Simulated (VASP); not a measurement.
# Ir (P6_3/mmc) in VASP: further runs

The runs below take Ir through relaxation of cell and atoms, single point, with PBEsol.

All numbers are computed with VASP 6.6.1; they aren't measurements. Logs are shortened: lines on timing, memory, paths and dates and some standing lists are left out, and cuts for length are marked.

### 1 The cell of the first run

The structure is hexagonal, space group P6_3/mmc (No. 194). Conventional cell: a = 2.715 Å, b = 2.715 Å, c = 4.433 Å, α = 90.00°, β = 90.00°, γ = 120.00°. Ir (site symmetry -6m2) has 12 Ir at 2.71 Å within 3.6 Å.

### 2 Relaxation of cell and atoms, PBEsol

Input file INCAR:

```
PREC = Accurate
ENCUT = 600
EDIFF = 1E-6
ISMEAR = -1
SIGMA = 0.1
LREAL = False
LASPH = True
NELM = 60
ALGO = Normal
ISIF = 3
LWAVE = False
LCHARG = False
GGA = PS
IBRION = 2
NSW = 80
EDIFFG = -0.01
```

Input file KPOINTS:

```
regular mesh
0
Gamma
  13 13 7
```

Input file POSCAR:

```
Ir
1.0
    2.7148619862      0.0000000000      0.0000000000
   -1.3574309931      2.3511394478      0.0000000000
    0.0000000000      0.0000000000      4.4333696235
Ir
2
Direct
    0.3333333333      0.6666666667      0.2500000000
    0.6666666667      0.3333333333      0.7500000000
```

Potentials or basis: VASP PAW PBE potentials, release 64 (Ir).

Command:

```bash
> cat potpaw_PBE.64/Ir/POTCAR > POTCAR
> mpirun -np 1 vasp_std > vasp.out
```

OUTCAR:

```text
PREC = Accurate
   ENCUT = 600
   EDIFF = 1E-6
   ISMEAR = -1
   LREAL = False
   LASPH = True
   NELM = 60
   ISIF = 3
   GGA = PS
   IBRION = 2
   NSW = 80
   EDIFFG = -0.01

 ion  position               nearest neighbor table
   1  0.333  0.667  0.250-   2 2.71   2 2.71   2 2.71   2 2.71   2 2.71   2 2.71
   2  0.667  0.333  0.750-   1 2.71   1 2.71   1 2.71   1 2.71   1 2.71   1 2.71

  LATTYP: Found a hexagonal cell.
 ALAT       =     2.7148619862
 C/A-ratio  =     1.6330000000

  Lattice vectors:

 A1 = (   2.7148619862,   0.0000000000,   0.0000000000)
 A2 = (  -1.3574309931,   2.3511394478,   0.0000000000)
 A3 = (   0.0000000000,   0.0000000000,   4.4333696235)

Analysis of symmetry for initial positions (statically):
=====================================================================
 Subroutine PRICEL returns:
 Original cell was already a primitive cell.

 Routine SETGRP: Setting up the symmetry group for a
 hexagonal supercell.

 Subroutine GETGRP returns: Found 24 space group operations
 (whereof 12 operations were pure point group operations)
 out of a pool of 24 trial point group operations.

The static configuration has the point symmetry D_3d.
 The point group associated with its full space group is D_6h.

Analysis of symmetry for dynamics (positions and initial velocities):
=====================================================================
 Subroutine PRICEL returns:
 Original cell was already a primitive cell.

 Routine SETGRP: Setting up the symmetry group for a
 hexagonal supercell.

 Subroutine GETGRP returns: Found 24 space group operations
 (whereof 12 operations were pure point group operations)
 out of a pool of 24 trial point group operations.

The dynamic configuration has the point symmetry D_3d.
 The point group associated with its full space group is D_6h.

 Subroutine INISYM returns: Found 24 space group operations
 (whereof 12 operations are pure point group operations),
 and found     1 'primitive' translations

----------------------------------------------------------------------------------------

                                     Primitive cell

  volume of cell :      28.2983

  direct lattice vectors                    reciprocal lattice vectors
     2.714861986  0.000000000  0.000000000     0.368342850  0.212662843  0.000000000
    -1.357430993  2.351139448  0.000000000     0.000000000  0.425325687  0.000000000
     0.000000000  0.000000000  4.433369623     0.000000000  0.000000000  0.225562063

  length of vectors
     2.714861986  2.714861986  4.433369623     0.425325687  0.425325687  0.225562063

  position of ions in fractional coordinates (direct lattice)
     0.333333333  0.666666667  0.250000000
     0.666666667  0.333333333  0.750000000

  ion indices of the primitive-cell ions
   primitive index   ion index
                 1           1
                 2           2

----------------------------------------------------------------------------------------

 KPOINTS: regular mesh

Automatic generation of k-mesh.
 Grid dimensions read from file:
 generate k-points for:   13   13    7

 Generating k-lattice:

  Cartesian coordinates                     Fractional coordinates (reciprocal lattice)
     0.028334065  0.016358680  0.000000000     0.076923077  0.000000000  0.000000000
     0.000000000  0.032717361  0.000000000     0.000000000  0.076923077  0.000000000
     0.000000000  0.000000000  0.032223152     0.000000000  0.000000000  0.142857143

  Length of vectors
     0.032717361  0.032717361  0.032223152

  Shift w.r.t. Gamma in fractional coordinates (k-lattice)
     0.000000000  0.000000000  0.000000000

 Subroutine IBZKPT returns following result:
 ===========================================

 Found     84 irreducible k-points:

 Following reciprocal coordinates:
            Coordinates               Weight
  0.000000  0.000000  0.000000      1.000000
  0.076923 -0.000000  0.000000      6.000000
  0.153846  0.000000  0.000000      6.000000
  0.230769 -0.000000  0.000000      6.000000
  0.307692  0.000000  0.000000      6.000000
  0.384615  0.000000  0.000000      6.000000
[... 16 lines left out ...]
  0.076923 -0.000000  0.142857     12.000000
  0.153846  0.000000  0.142857     12.000000
 [... further k-points ...]
   k-points           NKPTS =     84   k-points in BZ     NKDIM =     84   number of bands    NBANDS=     13
   number of dos      NEDOS =    301   number of ions     NIONS =      2
   total plane-waves  NPLWV =  20736
   dimension x,y,z NGX =    24 NGY =   24 NGZ =   36
   dimension x,y,z NGXF=    48 NGYF=   48 NGZF=   72
   ions per type =               2
   NGX,Y,Z   is equivalent  to a cutoff of  14.70, 14.70, 13.50 a.u.
   NGXF,Y,Z  is equivalent  to a cutoff of  29.39, 29.39, 27.00 a.u.
 SYSTEM =  unknown system
   PREC   = accura    normal or accurate (medium, high low for compatibility)
   ISTART =      0    job   : 0-new  1-cont  2-samecut
   ICHARG =      2    charge: 1-file 2-atom 10-const
   ISPIN  =      1    spin polarized calculation?
   LNONCOLLINEAR =      F non collinear calculations
   LSORBIT =      F    spin-orbit coupling
   LASPH  =      T    aspherical Exc in radial PAW
   ENCUT  =  600.0 eV  44.10 Ry    6.64 a.u.   5.42  5.42  8.85*2*pi/ulx,y,z
   NELM   =     60;   NELMIN=  2; NELMDL= -5     # of ELM steps
   EDIFF  = 0.1E-05   stopping-criterion for ELM
   LREAL  =      F    real-space projection
   EDIFFG = -.1E-01   stopping-criterion for IOM
   NSW    =     80    number of steps for IOM
   IBRION =      2    ionic relax: 0-MD 1-quasi-New 2-CG
   NFREE  =      1    steps in history (QN), initial steepest desc. (CG)
   ISIF   =      3    stress and relaxation
   ISYM   =      2    0-nonsym 1-usesym 2-fastsym
   POTIM  = 0.5000    time-step for ionic-motion
   TEBEG  =    0.0;   TEEND  =   0.0 temperature during run
   PSTRESS=    0.0 pullay stress
   NELECT =      18.0000    total number of electrons
   NUPDOWN=      -1.0000    fix difference up-down
   EMIN   =  10.00;   EMAX   =-10.00  energy-range for DOS
   EFERMI =   0.00;   METHOD = LEGACY
   ISMEAR =    -1;   SIGMA  =   0.10  broadening in eV -4-tet -1-fermi 0-gaus
   EFERMI_NEDOS =   21; number of points for ismear=-14 and -15
   IALGO  =     38    algorithm
   IMIX   =      4    mixing-type and parameters
     AMIX     =   0.40;   BMIX     =  1.00
     AMIX_MAG =   1.60;   BMIX_MAG =  1.00
  volume/ion in A,a.u.               =      14.15        95.48
  Fermi-wavevector in a.u.,A,eV,Ry     =   1.407923  2.660589 26.970118  1.982248
  Thomas-Fermi vector in A             =   2.530133
   LORBIT       =      0    0 simple, 1 ext, 2 COOP (PROOUT), +10 PAW based schemes
   GGA     = PS    functional components
   LHFCALC =     F    Hartree Fock is set to
   AEXX    =    0.0000 exact exchange contribution
   IVDW    =     0    specifies the selected vdW correction
   LEPSILON=     F    determine dielectric tensor
   LRPA    =     F    only Hartree local field effects (RPA)
 conjugate gradient relaxation of ions
 non-spin polarized calculation
  energy-cutoff  :      600.00
  volume of cell :       28.30
 maximum number of plane-waves:       966
 NGX is ok and might be reduce to    24
   NGX = 11   NGY = 11   NGZ = 17

--------------------------------------- Ionic step        1  -------------------------------------------

 number of electron      18.0000001 magnetization

 Free energy of the ion-electron system (eV)
  ---------------------------------------------------
  ext. energy  EPLUGINS =         0.00000000
  ---------------------------------------------------
  free energy    TOTEN  =       -19.51446481 eV

  energy without entropy =      -19.43122108  energy(sigma->0) =      -19.47284294

------------------------ aborting loop because EDIFF is reached ----------------------------------------

  FORCE on cell =-STRESS in cart. coord.  units (eV):
  Direction    XX          YY          ZZ          XY          YZ          ZX
  --------------------------------------------------------------------------------------
  -------------------------------------------------------------------------------------
  Total        0.2142926      0.2142926     -0.1728734     -0.0000000      0.0000000      0.0000000
  in kB       12.1327055     12.1327055     -9.7876535     -0.0000000      0.0000000      0.0000000
  external PRESSURE =       4.8259192 kB  Pullay stress =       0.0000000 kB
[... 129 lines left out ...]
  energy  without entropy=      -19.4306613205  energy(sigma->0) =      -19.47259442

--------------------------------------- Ionic step        5  -------------------------------------------

 number of electron      18.0000000 magnetization

 Free energy of the ion-electron system (eV)
  ---------------------------------------------------
  ext. energy  EPLUGINS =         0.00000000
  ---------------------------------------------------
  free energy    TOTEN  =       -19.51530652 eV

  energy without entropy =      -19.43131121  energy(sigma->0) =      -19.47330887

 E-fermi :  10.3617     XC(G=0): -14.0925

 val. band max:       10.3497659313   @ k =   0.3846   0.0000   0.1429
 cond. band min:      10.3655791405   @ k =   0.3846   0.2308   0.2857
 fundamental gap:      0.0158132091
 Fermi energy:        10.3616639293

 k-point     1 :       0.0000    0.0000    0.0000
  band No.  band energies     occupation
      1      -0.9538      2.00000
      2       2.1139      2.00000
      3       6.3711      2.00000
      4       6.4814      2.00000
      5       6.4814      2.00000
      6       7.1429      2.00000
      7       7.1429      2.00000
      8       7.9639      2.00000
      9       7.9639      2.00000
     10       9.4563      1.99977
     11      10.6247      0.13446
     12      10.6247      0.13446
     13      17.3711      0.00000
[... 353 lines left out ...]
 k-point    24 :       0.1538    0.0000    0.1429
  band No.  band energies     occupation
      1       0.1455      2.00000
      2       2.8934      2.00000
      3       5.6014      2.00000
      4       6.0613      2.00000
      5       6.4998      2.00000
      6       6.9800      2.00000
      7       7.3376      2.00000
      8       7.6541      2.00000
      9       8.0079      2.00000
     10       8.1919      2.00000
     11      10.8318      0.01801
     12      12.9459      0.00000
     13      18.5834      0.00000

 [... further k-points ...]
[... 5 lines left out ...]
  --------------------------------------------------------------------------------------
  -------------------------------------------------------------------------------------
  Total        0.0017564      0.0017564      0.0013478     -0.0000000      0.0000000      0.0000000
  in kB        0.0993169      0.0993169      0.0762104     -0.0000000      0.0000000      0.0000000
  external PRESSURE =       0.0916147 kB  Pullay stress =       0.0000000 kB
[... 17 lines left out ...]
  FREE ENERGIE OF THE ION-ELECTRON SYSTEM (eV)
  ---------------------------------------------------
  free  energy   TOTEN  =       -19.5153065230 eV

  energy  without entropy=      -19.4313112099  energy(sigma->0) =      -19.47330887

 reached required accuracy - stopping structural energy minimisation
```

It took 47 s on 1 thread of AMD EPYC 9R45 (Zen 5), shared host; peak memory 0.15 GiB.

Results:

| Item | Value |
| --- | --- |
| Free energy | -19.5153 eV |
| Relaxed volume | 14.17 Å³/atom |
| Relaxed cell | a = 2.722 Å, b = 2.722 Å, c = 4.417 Å, α = 90.00°, β = 90.00°, γ = 120.00° |
| Space group after relaxing (to 0.05 Å) | P6_3/mmc (No. 194) |
| Energy gained by relaxing | 0.4 meV/atom |
| Ionic steps | 5 |
| Pressure after relaxing | 0.0 GPa |
| Band gap on the k mesh | zero (band 9 reaches 11.32 eV, above the bottom of band 10 at 7.90 eV) |

The path:
```csv
step,energy change (eV),largest force (eV/Å),pressure (GPa),volume (Å³)
1,0.0000,0.0000,0.48,28.30
2,0.0002,0.0000,-1.83,28.47
3,-0.0007,0.0000,-0.64,28.38
4,-0.0001,0.0000,1.42,28.23
5,-0.0008,0.0000,0.01,28.33
```

Final structure:
```xyz
2
Lattice="2.7216 0.0000 0.0000 -1.3608 2.3570 0.0000 0.0000 0.0000 4.4170" Properties=species:S:1:pos:R:3 pbc="T T T"
Ir    0.0000    1.5713    1.1042
Ir    1.3608    0.7857    3.3127
```

Caveat: the PAW data sets were made with another functional, which shifts forces and pressure a little; spin-orbit coupling is left out, which moves the levels of the heavy elements.

### 3 Single point, PBEsol

Input file INCAR:

```
ALGO = Normal ; EDIFF = 1E-6
ENCUT = 520 ; GGA = PS
ISIF = 2 ; ISMEAR = -1
LASPH = T ; LCHARG = F
LREAL = F ; LWAVE = F
NBANDS = 16 ; NELM = 100
PREC = Accurate ; SIGMA = 0.1
```

Input file KPOINTS:

```
k-points
0
Gamma
  22 22 12
```

Input file POSCAR:

```
Ir
1.0
    2.7191415113      0.0000000000      0.0000000000
   -1.3595707557      2.3548456253      0.0000000000
    0.0000000000      0.0000000000      4.4130191885
Ir
2
Direct
    0.3333333333      0.6666666667      0.2500000000
    0.6666666667      0.3333333333      0.7500000000
```

Potentials or basis: VASP PAW PBE potentials, release 64 (Ir).

Command:

```bash
> cat potpaw_PBE.64/Ir/POTCAR > POTCAR
> mpirun -np 1 vasp_std > vasp.out
```

OUTCAR:

```text
EDIFF = 1E-6
   ENCUT = 520
   GGA = PS
   ISIF = 2
   ISMEAR = -1
   LASPH = T
   LREAL = F
   NELM = 100
   PREC = Accurate

 ion  position               nearest neighbor table
   1  0.333  0.667  0.250-   2 2.71   2 2.71   2 2.71   2 2.71   2 2.71   2 2.71
   2  0.667  0.333  0.750-   1 2.71   1 2.71   1 2.71   1 2.71   1 2.71   1 2.71

  LATTYP: Found a hexagonal cell.
 ALAT       =     2.7191415113
 C/A-ratio  =     1.6229457607

  Lattice vectors:

 A1 = (   2.7191415113,   0.0000000000,   0.0000000000)
 A2 = (  -1.3595707557,   2.3548456253,   0.0000000000)
 A3 = (   0.0000000000,   0.0000000000,   4.4130191885)

Analysis of symmetry for initial positions (statically):
=====================================================================
 Subroutine PRICEL returns:
 Original cell was already a primitive cell.

 Routine SETGRP: Setting up the symmetry group for a
 hexagonal supercell.

 Subroutine GETGRP returns: Found 24 space group operations
[... 157 lines left out ...]

 Free energy of the ion-electron system (eV)
  ---------------------------------------------------
  ext. energy  EPLUGINS =         0.00000000
  ---------------------------------------------------
  free energy    TOTEN  =       -19.52110803 eV

  energy without entropy =      -19.44384214  energy(sigma->0) =      -19.48247508

 E-fermi :  10.3885     XC(G=0): -14.1086

 val. band max:       10.3855133583   @ k =   0.3182   0.0909   0.0833
 cond. band min:      10.3949424715   @ k =   0.2727   0.1364   0.1667
 fundamental gap:      0.0094291132
 Fermi energy:        10.3885155814

 k-point     1 :       0.0000    0.0000    0.0000
  band No.  band energies     occupation
      1      -0.9362      2.00000
      2       2.1343      2.00000
      3       6.4026      2.00000
      4       6.5132      2.00000
      5       6.5132      2.00000
      6       7.1778      2.00000
[... 433 lines left out ...]
      3       5.2522      2.00000
      4       5.9699      2.00000
      5       6.5509      2.00000
      6       6.9626      2.00000
[... 8 lines left out ...]
     15      26.5202      0.00000
     16      27.7734      0.00000

 [... further k-points ...]
[... 5 lines left out ...]
  --------------------------------------------------------------------------------------
  -------------------------------------------------------------------------------------
  Total        0.1630240      0.1630240      0.1329859     -0.0000000      0.0000000      0.0000000
  in kB        9.2434079      9.2434079      7.5402579     -0.0000000      0.0000000      0.0000000
  external PRESSURE =       8.6756912 kB  Pullay stress =       0.0000000 kB

 VOLUME and BASIS-vectors are now :
 -----------------------------------------------------------------------------
  energy-cutoff  :      520.00
  volume of cell :       28.26
      direct lattice vectors                 reciprocal lattice vectors
     2.719141511  0.000000000  0.000000000     0.367763133  0.212328144  0.000000000
    -1.359570756  2.354845625  0.000000000     0.000000000  0.424656287  0.000000000
     0.000000000  0.000000000  4.413019188     0.000000000  0.000000000  0.226602232

 POSITION                                       TOTAL-FORCE (eV/Angst)
 -----------------------------------------------------------------------------------
     -0.00000      1.56990      1.10325         0.000000     -0.000000      0.000000
      1.35957      0.78495      3.30976        -0.000000      0.000000      0.000000
 -----------------------------------------------------------------------------------
    total drift:                               -0.000000      0.000000     -0.000000

  FREE ENERGIE OF THE ION-ELECTRON SYSTEM (eV)
  ---------------------------------------------------
  free  energy   TOTEN  =       -19.5211080253 eV

  energy  without entropy=      -19.4438421405  energy(sigma->0) =      -19.48247508
```

OSZICAR:

```text
N       E                     dE             d eps       ncg     rms          rms(c)
DAV:   1     0.141188390439E+03    0.14119E+03   -0.84566E+03 11648   0.113E+03
DAV:   2    -0.170813976022E+02   -0.15827E+03   -0.14276E+03 11656   0.309E+02
DAV:   3    -0.207122749708E+02   -0.36309E+01   -0.35852E+01 16056   0.557E+01
DAV:   4    -0.207518917808E+02   -0.39617E-01   -0.39609E-01 13120   0.492E+00
DAV:   5    -0.207530064956E+02   -0.11147E-02   -0.11147E-02 16432   0.862E-01    0.230E+01
DAV:   6    -0.197262050030E+02    0.10268E+01   -0.12729E+00 14920   0.145E+01    0.927E+00
DAV:   7    -0.195349447825E+02    0.19126E+00   -0.39020E-01 16056   0.755E+00    0.210E+00
DAV:   8    -0.195279258859E+02    0.70189E-02   -0.54357E-03 13128   0.645E-01    0.137E+00
DAV:   9    -0.195211115450E+02    0.68143E-02   -0.55508E-03 15080   0.955E-01    0.249E-02
DAV:  10    -0.195211084303E+02    0.31147E-05   -0.38641E-05 17448   0.584E-02    0.222E-02
DAV:  11    -0.195211080253E+02    0.40500E-06   -0.43317E-06 15016   0.215E-02
   1 F= -.19521108E+02 E0= -.19482475E+02  d E =-.772659E-01
```

It took 59 s on 1 thread of AMD EPYC 9R45 (Zen 5), shared host; peak memory 0.22 GiB.

What came out:

| Property | Result |
| --- | --- |
| Free energy | -19.5211 eV |
| Pressure | 0.9 GPa |
| Band gap on the k mesh | zero (band 9 reaches 11.38 eV, above the bottom of band 10 at 8.03 eV) |

Stress tensor (GPa, compression positive):
```
0.92 0.00 0.00
0.00 0.92 0.00
0.00 0.00 0.75
```

Levels at points of the mesh, in eV from the Fermi level:
```
           k point  band 5  band 6  band 7  band 8  band 9  band 10  band 11  band 12  band 13  band 14
(0.00, 0.00, 0.00)   -3.88   -3.21   -3.21   -2.39   -2.39    -0.89     0.28     0.28     7.06    14.23
(0.50, 0.00, 0.00)   -3.61   -3.51   -3.02    0.73    0.99     1.15     2.96     4.42     8.23    10.29
(0.00, 0.00, 0.50)   -4.00   -4.00   -4.00   -4.00   -0.47    -0.47    -0.47    -0.47    13.60    13.60
(0.50, 0.00, 0.50)   -2.15   -2.15   -1.01   -1.01    0.98     0.98     2.01     2.01     7.67     7.67
```

Caveat: the PAW data sets were made with another functional, which shifts forces and pressure a little; spin-orbit coupling is left out, which moves the levels of the heavy elements.
